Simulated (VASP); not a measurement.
# W3O in VASP: a series of runs

The runs below take W3O through single point, with PBE.

Program: VASP 6.6.1. These are calculated values, not measurements. Logs are shortened: lines on timing, memory, paths and dates and some standing lists are left out, and cuts for length are marked.

## Step 1: The cell of the first run

The cell holds a slab with vacuum, 4 atoms: a = 2.757 Å, b = 2.757 Å, c = 19.856 Å, α = 90.00°, β = 90.00°, γ = 109.47°.

## Step 2: Single point, PBE

INCAR reads:

```
PREC     = Accurate       # precision mode
ENCUT    = 520            # plane-wave cutoff, eV
EDIFF    = 1E-6           # SCF threshold, eV
ISMEAR   = 0              # smearing method
SIGMA    = 0.1            # smearing width, eV
LREAL    = F              # projectors in reciprocal space
LASPH    = T              # aspherical terms in the spheres
NELM     = 100            # most SCF steps
ALGO     = Normal         # electronic algorithm
ISIF     = 2              # what is computed and relaxed
LWAVE    = F              # write WAVECAR
LCHARG   = T              # write CHGCAR
LDIPOL   = T            
IDIPOL   = 3            
DIPOL    = 0.5 0.5 0.360
GGA      = PE             # functional
LELF     = T              # ELF
LVHAR    = T            
LVACPOTAV= T            
NBANDS   = 32             # bands
```

KPOINTS reads:

```
regular mesh
0
Gamma
  10 10 1
```

POSCAR reads:

```
W3O
1.0
    2.7571643597      0.0000000000      0.0000000000
   -0.9190547866      2.5994794874      0.0000000000
    0.0000000000      0.0000000000     19.8562161029
W O
3 1
Direct
    0.5000000000      0.5000000000      0.2014482507
    0.0000000000      0.0000000000      0.3111437107
    0.5000000000      0.5000000000      0.4208362792
    0.5000000000      0.5000000000      0.5073048684
```

Potentials or basis: VASP PAW PBE potentials, release 64 (W_sv, O).

Run with:

```sh
cat potpaw_PBE.64/W_sv/POTCAR potpaw_PBE.64/O/POTCAR > POTCAR
mpirun -np 1 vasp_std > vasp.out
```

OUTCAR:

```text
PREC = Accurate
   ENCUT = 520
   EDIFF = 1E-6
   ISMEAR = 0
   LREAL = F
   LASPH = T
   NELM = 100
   ISIF = 2
   GGA = PE

 ion  position               nearest neighbor table
   1  0.500  0.500  0.201-   2 2.70   2 2.70   2 3.13   2 3.13
   2  0.000  0.000  0.311-   3 2.70   3 2.70   1 2.70   1 2.70   3 3.13   3 3.13   1 3.13   1 3.13

   3  0.500  0.500  0.421-   4 1.72   2 2.70   2 2.70   2 3.13   2 3.13
   4  0.500  0.500  0.507-   3 1.72

  LATTYP: Found a base centered orthorhombic cell.
 ALAT       =     3.1836991705
 B/A-ratio  =     1.4142135624
 C/A-ratio  =     6.2368380427

  Lattice vectors:

 A1 = (   2.7571643597,   0.0000000000,   0.0000000000)
 A2 = (  -0.9190547866,   2.5994794874,   0.0000000000)
 A3 = (   0.0000000000,   0.0000000000,  19.8562161029)

Analysis of symmetry for initial positions (statically):
=====================================================================
 Subroutine PRICEL returns:
 Original cell was already a primitive cell.

 Routine SETGRP: Setting up the symmetry group for a
 base centered orthorhombic supercell.

 Subroutine GETGRP returns: Found  4 space group operations
 (whereof  4 operations were pure point group operations)
 out of a pool of  8 trial point group operations.

The static configuration has the point symmetry C_2v.

Analysis of symmetry for dynamics (positions and initial velocities):
=====================================================================
 Subroutine PRICEL returns:
 Original cell was already a primitive cell.

 Routine SETGRP: Setting up the symmetry group for a
 base centered orthorhombic supercell.

 Subroutine GETGRP returns: Found  4 space group operations
 (whereof  4 operations were pure point group operations)
 out of a pool of  8 trial point group operations.

The dynamic configuration has the point symmetry C_2v.

 Subroutine INISYM returns: Found  4 space group operations
 (whereof  4 operations are pure point group operations),
 and found     1 'primitive' translations

----------------------------------------------------------------------------------------

                                     Primitive cell

  volume of cell :     142.3133

  direct lattice vectors                    reciprocal lattice vectors
     2.757164360  0.000000000  0.000000000     0.362691472  0.128230800  0.000000000
    -0.919054787  2.599479487  0.000000000     0.000000000  0.384692399  0.000000000
     0.000000000  0.000000000 19.856216103     0.000000000  0.000000000  0.050362063

  length of vectors
     2.757164360  2.757164360 19.856216103     0.384692399  0.384692399  0.050362063

  position of ions in fractional coordinates (direct lattice)
     0.500000000  0.500000000  0.201448251
     0.000000000  0.000000000  0.311143711
     0.500000000  0.500000000  0.420836279
     0.500000000  0.500000000  0.507304868

  ion indices of the primitive-cell ions
   primitive index   ion index
                 1           1
                 2           2
                 3           3
                 4           4

----------------------------------------------------------------------------------------

 KPOINTS: regular mesh

Automatic generation of k-mesh.
 Grid dimensions read from file:
 generate k-points for:   10   10    1

 Generating k-lattice:

  Cartesian coordinates                     Fractional coordinates (reciprocal lattice)
     0.036269147  0.012823080  0.000000000     0.100000000 -0.000000000  0.000000000
     0.000000000  0.038469240  0.000000000     0.000000000  0.100000000  0.000000000
     0.000000000  0.000000000  0.050362063     0.000000000  0.000000000  1.000000000

  Length of vectors
     0.038469240  0.038469240  0.050362063

  Shift w.r.t. Gamma in fractional coordinates (k-lattice)
     0.000000000  0.000000000  0.000000000

 Subroutine IBZKPT returns following result:
 ===========================================

 Found     31 irreducible k-points:

 Following reciprocal coordinates:
            Coordinates               Weight
  0.000000  0.000000  0.000000      1.000000
  0.100000  0.000000  0.000000      4.000000
  0.200000  0.000000  0.000000      4.000000
  0.300000 -0.000000  0.000000      4.000000
  0.400000 -0.000000  0.000000      4.000000
  0.500000 -0.000000  0.000000      2.000000
[... 16 lines left out ...]
  0.300000  0.300000  0.000000      2.000000
  0.400000  0.300000  0.000000      4.000000
 [... further k-points ...]
   k-points           NKPTS =     31   k-points in BZ     NKDIM =     31   number of bands    NBANDS=     32
   number of dos      NEDOS =    301   number of ions     NIONS =      4
   total plane-waves  NPLWV =  86400
   dimension x,y,z NGX =    24 NGY =   24 NGZ =  150
   dimension x,y,z NGXF=    48 NGYF=   48 NGZF=  300
   ions per type =               3   1
   NGX,Y,Z   is equivalent  to a cutoff of  14.47, 14.47, 12.56 a.u.
   NGXF,Y,Z  is equivalent  to a cutoff of  28.94, 28.94, 25.12 a.u.
 SYSTEM =  unknown system
   PREC   = accura    normal or accurate (medium, high low for compatibility)
   ISTART =      0    job   : 0-new  1-cont  2-samecut
   ICHARG =      2    charge: 1-file 2-atom 10-const
   ISPIN  =      1    spin polarized calculation?
   LNONCOLLINEAR =      F non collinear calculations
   LSORBIT =      F    spin-orbit coupling
   LASPH  =      T    aspherical Exc in radial PAW
   ENCUT  =  520.0 eV  38.22 Ry    6.18 a.u.   5.13  5.13 36.92*2*pi/ulx,y,z
   NELM   =    100;   NELMIN=  2; NELMDL= -5     # of ELM steps
   EDIFF  = 0.1E-05   stopping-criterion for ELM
   LREAL  =      F    real-space projection
   EDIFFG = 0.1E-04   stopping-criterion for IOM
   NSW    =      0    number of steps for IOM
   IBRION =     -1    ionic relax: 0-MD 1-quasi-New 2-CG
   NFREE  =      0    steps in history (QN), initial steepest desc. (CG)
   ISIF   =      2    stress and relaxation
   ISYM   =      2    0-nonsym 1-usesym 2-fastsym
   POTIM  = 0.5000    time-step for ionic-motion
   TEBEG  =    0.0;   TEEND  =   0.0 temperature during run
   PSTRESS=    0.0 pullay stress
   NELECT =      48.0000    total number of electrons
   NUPDOWN=      -1.0000    fix difference up-down
   EMIN   =  10.00;   EMAX   =-10.00  energy-range for DOS
   EFERMI =   0.00;   METHOD = LEGACY
   ISMEAR =     0;   SIGMA  =   0.10  broadening in eV -4-tet -1-fermi 0-gaus
   EFERMI_NEDOS =   21; number of points for ismear=-14 and -15
   IALGO  =     38    algorithm
   IMIX   =      4    mixing-type and parameters
     AMIX     =   0.40;   BMIX     =  1.00
     AMIX_MAG =   1.60;   BMIX_MAG =  1.00
  volume/ion in A,a.u.               =      35.58       240.09
  Fermi-wavevector in a.u.,A,eV,Ry     =   1.139568  2.153470 17.668718  1.298614
  Thomas-Fermi vector in A             =   2.276271
   LORBIT       =      0    0 simple, 1 ext, 2 COOP (PROOUT), +10 PAW based schemes
   GGA     = PE    functional components
   LHFCALC =     F    Hartree Fock is set to
   AEXX    =    0.0000 exact exchange contribution
   IVDW    =     0    specifies the selected vdW correction
   LEPSILON=     F    determine dielectric tensor
   LRPA    =     F    only Hartree local field effects (RPA)
 non-spin polarized calculation
 Gauss-broadening in eV      SIGMA  =   0.10
  energy-cutoff  :      520.00
  volume of cell :      142.31
 maximum number of plane-waves:      3862
 NGX is ok and might be reduce to    24
   NGX = 11   NGY = 11   NGZ = 73

 dipolmoment           0.000000      0.000000     -0.051324 electrons x Angstroem

 number of electron      48.0000000 magnetization

 dipolmoment           0.000000      0.000000      0.121381 electrons x Angstroem

 Free energy of the ion-electron system (eV)
  ---------------------------------------------------
  ext. energy  EPLUGINS =         0.00000000
  ---------------------------------------------------
  free energy    TOTEN  =       -43.01561214 eV

  energy without entropy =      -43.00228098  energy(sigma->0) =      -43.00894656

 E-fermi :   0.1050     XC(G=0):  -6.0883

 val. band max:        0.0651468063   @ k =   0.4000  -0.0000   0.0000
 cond. band min:       0.1393344401   @ k =   0.4000   0.1000   0.0000
 fundamental gap:      0.0741876338
 Fermi energy:         0.1049643171

 k-point     1 :       0.0000    0.0000    0.0000
  band No.  band energies     occupation
      1     -74.2562      2.00000
      2     -73.9637      2.00000
      3     -73.8780      2.00000
      4     -39.1030      2.00000
      5     -38.5292      2.00000
      6     -38.1902      2.00000
[... 24 lines left out ...]
     31       2.6058      0.00000
     32       2.9506      0.00000

 k-point     2 :       0.1000    0.0000    0.0000
  band No.  band energies     occupation
      1     -74.2498      2.00000
      2     -73.9562      2.00000
      3     -73.8741      2.00000
      4     -39.0831      2.00000
      5     -38.5361      2.00000
      6     -38.2291      2.00000
[... 24 lines left out ...]
     31       2.9148      0.00000
     32       3.2211      0.00000

 k-point     3 :       0.2000    0.0000    0.0000
  band No.  band energies     occupation
      1     -74.2330      2.00000
      2     -73.9361      2.00000
      3     -73.8645      2.00000
      4     -39.0342      2.00000
      5     -38.5843      2.00000
      6     -38.3598      2.00000
[... 24 lines left out ...]
     31       3.1970      0.00000
     32       3.7222      0.00000

 k-point     4 :       0.3000   -0.0000    0.0000
  band No.  band energies     occupation
      1     -74.2121      2.00000
      2     -73.9097      2.00000
      3     -73.8541      2.00000
      4     -38.9901      2.00000
      5     -38.7472      2.00000
      6     -38.4848      2.00000
[... 24 lines left out ...]
     31       3.2477      0.00000
     32       3.8478      0.00000

 k-point     5 :       0.4000   -0.0000    0.0000
  band No.  band energies     occupation
      1     -74.1952      2.00000
      2     -73.8859      2.00000
      3     -73.8481      2.00000
      4     -38.9912      2.00000
      5     -38.9311      2.00000
      6     -38.5550      2.00000
[... 584 lines left out ...]
     31       3.3359      0.00000
     32       4.0525      0.00000

 k-point    22 :      -0.2000    0.2000    0.0000
  band No.  band energies     occupation
      1     -74.2179      2.00000
      2     -73.9239      2.00000
      3     -73.8441      2.00000
      4     -39.0142      2.00000
      5     -38.4715      2.00000
      6     -38.3467      2.00000
[... 24 lines left out ...]
     31       3.2035      0.00000
     32       4.0577      0.00000

 k-point    23 :       0.3000    0.3000    0.0000
  band No.  band energies     occupation
      1     -74.1727      2.00000
      2     -73.8606      2.00000
      3     -73.8299      2.00000
      4     -38.9082      2.00000
      5     -38.7422      2.00000
      6     -38.6170      2.00000
[... 24 lines left out ...]
     31       4.2690      0.00000
     32       4.7965      0.00000

 k-point    24 :       0.4000    0.3000    0.0000
  band No.  band energies     occupation
      1     -74.1617      2.00000
      2     -73.8551      2.00000
      3     -73.8117      2.00000
      4     -38.8896      2.00000
      5     -38.8340      2.00000
      6     -38.6686      2.00000
[... 24 lines left out ...]
     31       5.5748      0.00000
     32       6.1402      0.00000

 [... further k-points ...]
[... 5 lines left out ...]
  --------------------------------------------------------------------------------------
  -------------------------------------------------------------------------------------
  Total        2.2983409      2.1067544      4.3902946     -0.2709442      0.0000000      0.0000000
  in kB       25.8749476     23.7180483     49.4263687     -3.0503162      0.0000000      0.0000000
  external PRESSURE =      33.0064549 kB  Pullay stress =       0.0000000 kB

 VOLUME and BASIS-vectors are now :
 -----------------------------------------------------------------------------
  energy-cutoff  :      520.00
  volume of cell :      142.31
      direct lattice vectors                 reciprocal lattice vectors
     2.757164360  0.000000000  0.000000000     0.362691472  0.128230800  0.000000000
    -0.919054787  2.599479487  0.000000000     0.000000000  0.384692399  0.000000000
     0.000000000  0.000000000 19.856216103     0.000000000  0.000000000  0.050362063

 POSITION                                       TOTAL-FORCE (eV/Angst)
 -----------------------------------------------------------------------------------
      0.91905      1.29974      4.00000        -0.000000      0.000000      0.371488
      0.00000      0.00000      6.17814         0.000000      0.000000     -2.314693
      0.91905      1.29974      8.35622        -0.000000      0.000000      1.346226
      0.91905      1.29974     10.07316         0.000000      0.000000      0.596979
 -----------------------------------------------------------------------------------
    total drift:                               -0.000000     -0.000000      0.000820

  FREE ENERGIE OF THE ION-ELECTRON SYSTEM (eV)
  ---------------------------------------------------
  free  energy   TOTEN  =       -43.0156121365 eV

  energy  without entropy=      -43.0022809844  energy(sigma->0) =      -43.00894656

 vacuum level on the upper side and lower side of the slab         7.956         4.889
```

Wall time 3.8 min (1 thread of Intel Xeon Platinum 8488C (Sapphire Rapids), shared host); peak memory 0.33 GiB.

What came out:

* Free energy: -43.0156 eV
* Largest force: 2.315 eV/Å
* Band gap on the k mesh: zero (band 24 reaches 1.25 eV, above the bottom of band 25 at -0.33 eV)

Forces on the atoms (eV/Å):
```
W    0.000  0.000  0.371
W    0.000  0.000 -2.315
W    0.000  0.000  1.346
O    0.000  0.000  0.597
```

Caveat: spin-orbit coupling is left out, which moves the levels of the heavy elements.

## Step 3: Single point, PBE

INCAR reads:

```
ALGO     = Normal         # electronic algorithm
DIPOL    = 0.5 0.5 0.354
EDIFF    = 1E-7           # SCF threshold, eV
ENCUT    = 520            # plane-wave cutoff, eV
GGA      = PE             # functional
IDIPOL   = 3            
ISIF     = 2              # what is computed and relaxed
ISMEAR   = 0              # smearing method
LASPH    = T              # aspherical terms in the spheres
LCHARG   = F              # write CHGCAR
LDIPOL   = T            
LREAL    = F              # projectors in reciprocal space
LWAVE    = F              # write WAVECAR
NBANDS   = 32             # bands
NELM     = 100            # most SCF steps
PREC     = Accurate       # precision mode
SIGMA    = 0.1            # smearing width, eV
```

KPOINTS reads:

```
k-points
0
Gamma
  10 10 1
```

Edit POSCAR of step 2 so:

```diff
@@ -11,2 +11,2 @@
     0.5000000000      0.5000000000      0.4208362792
-    0.5000000000      0.5000000000      0.5073048684
+    1.0000000000      1.0000000000      0.4816938100
```

Potentials or basis: VASP PAW PBE potentials, release 64 (W_sv, O).

Run with:

```sh
cat potpaw_PBE.64/W_sv/POTCAR potpaw_PBE.64/O/POTCAR > POTCAR
mpirun -np 1 vasp_std > vasp.out
```

Wall time 4.5 min (1 thread of Intel Xeon Platinum 8488C (Sapphire Rapids), shared host); peak memory 0.33 GiB.

It converged, with:

```
Free energy            : -43.7495 eV
Largest force          : 1.131 eV/Å
Band gap on the k mesh : zero (band 24 reaches 1.68 eV, above the bottom of band 25 at 0.16 eV)
```

Forces on the atoms (eV/Å):
```
W    0.000  0.000 -0.183
W    0.000  0.000 -1.120
W    0.000  0.000  1.131
O    0.000  0.000  0.172
```

Levels at points of the mesh, in eV from the Fermi level:
```
           k point  band 22  band 23  band 24  band 25  band 26  band 27
(0.00, 0.00, 0.00)    -1.48    -1.44    -1.25    -0.29     0.00     1.52
(0.50, 0.00, 0.00)    -1.83    -1.32     0.38     1.19     1.75     2.00
(0.50, 0.50, 0.00)    -0.58     0.43     0.89     1.08     1.98     3.70
```

Caveat: spin-orbit coupling is left out, which moves the levels of the heavy elements.
